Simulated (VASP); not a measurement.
Runs of VASP 6.6.1 on CdO2. Symmetry: P-3m1, No. 164, trigonal system. Conventional cell: a = 3.476 Å, b = 3.476 Å, c = 4.148 Å, α = 90.00°, β = 90.00°, γ = 120.00°. Cd (site symmetry -3m) has 6 O at 2.25 Å within 3.0 Å. Within 3.0 Å of O (site symmetry 3m) lie 3 Cd at 2.25 Å and 6 O at 2.85 to 2.92 Å. 

```csv
k mesh,gap on the mesh (eV),pressure (GPa),largest force (eV/Å)
7 × 7 × 5,none,-8.0,0.16
6 × 6 × 4,none,-8.0,0.14
5 × 5 × 4,none,-8.2,0.14
3 × 3 × 2,none,(a),0.22
4 × 4 × 3,none,(b),0.15
```

Alike in all rows: task single point; level r2SCAN; potentials or basis VASP PAW PBE potentials, release 64 (Cd, O); no spin polarisation; cell as given; cutoff (eV) 520; smearing fermi-dirac 0.1 eV.

Problem. Estimate the missing entries.

Solution. (a) -8.5; (b) -8.1.

Caveats: some runs use coarse meshes; the PAW data sets were made with another functional, which shifts forces and pressure a little.

A k mesh can miss the band edges, and the runs leave out spin-orbit coupling on Cd.

A gap of «none» marks levels without a gap at the run's occupations.
